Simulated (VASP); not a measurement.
Wanted: the native input for a VASP 6.6.1 run.

- Task: single point
- Functional: PBEsol
- Potentials or basis: VASP PAW PBE potentials, release 64 (Sb, Ga_d)
- Cutoff: 520 eV
- k mesh: 8 × 8 × 8
- Occupations: fermi-dirac, width 0.05 eV
- Spin: no spin polarisation
- Dipole correction: no
- Further INCAR settings: ALGO = Normal; EDIFF = 1e-06; NBANDS = 16

The structure of GaSb lies in POSCAR:

```
GaSb
1.0
    0.0000000000      3.0384691801      3.0384691801
    3.0384691801      0.0000000000      3.0384691801
    3.0384691801      3.0384691801      0.0000000000
Sb Ga
1 1
Direct
    0.7500000000      0.7500000000      0.7500000000
    0.0000000000      0.0000000000      0.0000000000
```

The input as run:

INCAR

```
ALGO     = Normal         # electronic algorithm
EDIFF    = 1E-6           # SCF threshold, eV
ENCUT    = 520            # plane-wave cutoff, eV
GGA      = PS             # functional
ISIF     = 2              # what is computed and relaxed
ISMEAR   = -1             # smearing method
LASPH    = T              # aspherical terms in the spheres
LCHARG   = F              # write CHGCAR
LREAL    = F              # projectors in reciprocal space
LWAVE    = F              # write WAVECAR
NBANDS   = 16             # bands
NELM     = 60             # most SCF steps
PREC     = Accurate       # precision mode
SIGMA    = 0.05           # smearing width, eV
```

KPOINTS

```
k-points
0
Gamma
  8 8 8
```

Potentials or basis: VASP PAW PBE potentials, release 64 (Sb, Ga_d).

The run is started by

```console
$ cat potpaw_PBE.64/Sb/POTCAR potpaw_PBE.64/Ga_d/POTCAR > POTCAR
$ mpirun -np 1 vasp_std > vasp.out
```

Results of the run:

| Item | Value |
| --- | --- |
| Pressure | 1.0 GPa |
| Band gap on the k mesh | 0.13 eV, direct |

Caveat: the PAW data sets were made with another functional, which shifts forces and pressure a little; spin-orbit coupling is left out, which moves the levels of the heavy elements.

Run time: 24 s on 1 thread of Intel Xeon 6455B, with other jobs on the host, peak memory 0.19 GiB.
